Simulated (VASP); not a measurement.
HfO2: single point with PBEsol+D3(BJ)

Crystal: HfO2.

```
CELL_PARAMETERS angstrom
5.05730 0.00000 0.00211
0.00000 5.17338 0.00000
-0.84633 0.00000 5.14780
ATOMIC_POSITIONS crystal
Hf 0.27769 0.45768 0.70835
Hf 0.72231 0.95768 0.79165
Hf 0.72231 0.54232 0.29165
Hf 0.27769 0.04232 0.20835
O 0.07628 0.15300 0.83248
O 0.92372 0.65300 0.66752
O 0.92372 0.84700 0.16752
O 0.07628 0.34700 0.33248
O 0.44531 0.74067 0.98235
O 0.55469 0.24067 0.51765
O 0.55469 0.25933 0.01765
O 0.44531 0.75933 0.48235
```

```
Program                : VASP 6.6.1
Task                   : single point
Functional             : PBEsol
Dispersion             : D3(BJ)
Potentials or basis    : VASP PAW PBE potentials, release 64 (Hf_pv, O)
Cutoff                 : 520 eV
k mesh                 : 5 × 5 × 5
Occupations            : fermi-dirac, width 0.05 eV
Spin                   : no spin polarisation
Dipole correction      : no
Further INCAR settings : ALGO = Normal; EDIFF = 1e-07; NBANDS = 56
```

```json
{
 "Pressure": "-3.1 GPa",
 "Largest force": "0.068 eV/Å",
 "Band gap on the k mesh": "4.06 eV (least direct gap 4.12 eV)",
 "Dispersion energy per atom": "-0.219 eV"
}
```

Forces in eV/Å, atoms in the order of the input:
```
Hf  -0.031 -0.014 -0.059
Hf   0.031 -0.014  0.059
Hf   0.031  0.014  0.059
Hf  -0.031  0.014 -0.059
O    0.002  0.014  0.050
O   -0.002  0.014 -0.050
O   -0.002 -0.014 -0.050
O    0.002 -0.014  0.050
O    0.043  0.004  0.002
O   -0.043  0.004 -0.002
O   -0.043 -0.004 -0.002
O    0.043 -0.004  0.002
```

Stress tensor (GPa, compression positive):
```
-3.06  0.00 -0.18
 0.00 -3.17  0.00
-0.18  0.00 -3.14
```

Levels at points of the mesh, in eV from the valence-band top:
```
           k point  band 40  band 41  band 42  band 43  band 44  band 45  band 46  band 47  band 48  band 49
(0.00, 0.00, 0.00)    -1.03    -0.66    -0.44    -0.16     0.00     4.40     5.20     5.30     5.54     5.73
```

Wall time 8.9 min on 1 thread of Intel(R) Xeon(R) Platinum 8259CL CPU @ 2.50GHz (Skylake/Cascade Lake) (shared host), peak memory 0.38 GiB.

Caveat: the cell stands under tension; the PAW data sets were made with another functional, which shifts forces and pressure a little; spin-orbit coupling is left out, which moves the levels of the heavy elements. A k mesh can miss the band edges.
